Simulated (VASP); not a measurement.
Here is a VASP 6.6.1 calculation.

INCAR

```
SYSTEM = Ag
ALGO = Fast
EDIFF = 1E-6
ENCUT = 520
GGA = PE
ISIF = 2
ISMEAR = 0
LASPH = .True.
LCHARG = .False.
LREAL = .False.
LWAVE = .False.
NBANDS = 12
NELM = 100
PREC = Accurate
SIGMA = 0.15
```

File KPOINTS:

```
k-points
0
Gamma
  22 22 22
  0 0 0
```

The input POSCAR:

```
Ag
1.0
    0.0000000000      1.9792108454      2.1771319299
    1.9792108454      0.0000000000      2.1771319299
    1.9792108454      1.9792108454      0.0000000000
Ag
1
Direct
    0.0000000000      0.0000000000      0.0000000000
```

Potentials or basis: VASP PAW PBE potentials, release 64 (Ag).

Command:

```sh
$ cat potpaw_PBE.64/Ag/POTCAR > POTCAR
$ mpirun -np 1 vasp_std > vasp.out
```

(1) Predict the pressure.

Answers

(1) 4.9 GPa.
